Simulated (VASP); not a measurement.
A run of VASP 6.6.1 is set up as follows.

File INCAR:

```
SYSTEM = In7O
PREC     = Accurate       ! precision mode
ENCUT    = 600            ! plane-wave cutoff, eV
EDIFF    = 1E-7           ! SCF threshold, eV
ISMEAR   = 0              ! smearing method
SIGMA    = 0.2            ! smearing width, eV
LREAL    = .FALSE.        ! projectors in reciprocal space
LASPH    = .TRUE.         ! aspherical terms in the spheres
NELM     = 120            ! most SCF steps
ALGO     = Normal         ! electronic algorithm
ISIF     = 3              ! what is computed and relaxed
LWAVE    = .FALSE.        ! write WAVECAR
LCHARG   = .FALSE.        ! write CHGCAR
GGA      = PE             ! functional
IBRION   = 2              ! ionic algorithm
NSW      = 36             ! ionic steps
EDIFFG   = -0.08          ! ionic threshold
GGA_COMPAT= .FALSE.      
NELMIN   = 4
```

The input KPOINTS:

```
Automatic mesh
0
G
  3 3 3
  0 0 0
```

Contents of POSCAR:

```
In7O
1.0
    0.0000000000      4.6366124200      4.6366124200
    4.6366124200      0.0000000000      4.6366124200
    4.6366124200      4.6366124200      0.0000000000
In O
7 1
Direct
    0.5215855000      0.9784145000      0.9784145000
    0.9784145000      0.5215855000      0.5215855000
    0.9784145000      0.5215855000      0.9784145000
    0.5215855000      0.9784145000      0.5215855000
    0.9784145000      0.9784145000      0.5215855000
    0.5215855000      0.5215855000      0.9784145000
    0.0000000000      0.0000000000      0.0000000000
    0.5000000000      0.5000000000      0.5000000000
```

Potentials or basis: VASP PAW PBE potentials, release 64 (In_d, O).

The run is started by

```console
$ cat potpaw_PBE.64/In_d/POTCAR potpaw_PBE.64/O/POTCAR > POTCAR
$ mpirun -np 1 vasp_std > vasp.out
```

Question: Predict the space group after relaxing (to 0.1 Å).

Answer: Fm-3m (No. 225).

Question: What does it give for the relaxed volume?

Answer: 24.99 Å³/atom.

Forces in eV/Å, atoms in the order of the input:
```
In   0.070  0.000  0.000
In  -0.070  0.000  0.000
In   0.000  0.070  0.000
In   0.000 -0.070  0.000
In   0.000  0.000  0.070
In   0.000  0.000 -0.070
In   0.000  0.000  0.000
O    0.000  0.000  0.000
```

Caveat: the k points lie up to 0.39 Å⁻¹ apart in the final cell, too coarse for converged energies and pressures of a metal; an odd number of electrons without spin polarisation forces a metal; a magnetic or distorted state may lie lower; the relaxation stopped at a loose force limit of 0.08 eV/Å, so its end isn't a converged minimum.
